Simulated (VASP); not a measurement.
Write the native input for VASP 6.6.1 that does the following.

| Property | Result |
| --- | --- |
| Task | single point |
| Functional | PBEsol |
| Potentials or basis | VASP PAW PBE potentials, release 64 (W_sv, Se) |
| Cutoff | 520 eV |
| k mesh | 12 × 12 × 1 |
| Occupations | gaussian, width 0.05 eV |
| Spin | no spin polarisation |
| Dipole correction | no |
| Further INCAR settings | ALGO = Normal; EDIFF = 1e-06; NBANDS = 49 |

The structure of WSe2 lies in POSCAR:

```
WSe2
1.0
    3.2709028869      0.0000000000      0.0000000000
   -1.6354514434      2.8326849934      0.0000000000
    0.0000000000      0.0000000000     29.1847510368
W Se
3 6
Direct
    0.6666666667      0.3333333333      0.0000000000
    0.3333333333      0.6666666667      0.7734491541
    0.3333333333      0.6666666667      0.2265508459
    0.3333333333      0.6666666667      0.0542851654
    0.6666666667      0.3333333333      0.8321842324
    0.6666666667      0.3333333333      0.2851570486
    0.3333333333      0.6666666667      0.9457148346
    0.6666666667      0.3333333333      0.7148429514
    0.6666666667      0.3333333333      0.1678157676
```

This cell differs from its parent crystal: atoms displaced along a vibrational mode.

The input as run:

INCAR

```
PREC     = Accurate       # precision mode
ENCUT    = 520            # plane-wave cutoff, eV
EDIFF    = 1E-6           # SCF threshold, eV
ISMEAR   = 0              # smearing method
SIGMA    = 0.05           # smearing width, eV
LREAL    = False          # projectors in reciprocal space
LASPH    = True           # aspherical terms in the spheres
NELM     = 100            # most SCF steps
ALGO     = Normal         # electronic algorithm
ISIF     = 2              # what is computed and relaxed
LWAVE    = False          # write WAVECAR
LCHARG   = True           # write CHGCAR
GGA      = PS             # functional
LELF     = True           # ELF
LVHAR    = True         
NBANDS   = 49             # bands
```

KPOINTS

```
Automatic mesh
0
Gamma
  12 12 1
```

Potentials or basis: VASP PAW PBE potentials, release 64 (W_sv, Se).

Run with:

```bash
$ cat potpaw_PBE.64/W_sv/POTCAR potpaw_PBE.64/Se/POTCAR > POTCAR
$ mpirun -np 1 vasp_std > vasp.out
```

It gave:

The largest force is 1.876 eV/Å and the band gap on the k mesh is 1.06 eV (least direct gap 1.19 eV).

Caveat: the cell differs from its parent crystal (atoms displaced along a vibrational mode); there is no dipole correction, which matters where the two faces differ; the PAW data sets were made with another functional, which shifts forces and pressure a little; spin-orbit coupling is left out, which moves the levels of the heavy elements.

Wall time 6.2 min on 1 thread of Intel(R) Xeon(R) Platinum 8488C (Sapphire Rapids) (shared host), peak memory 0.47 GiB.
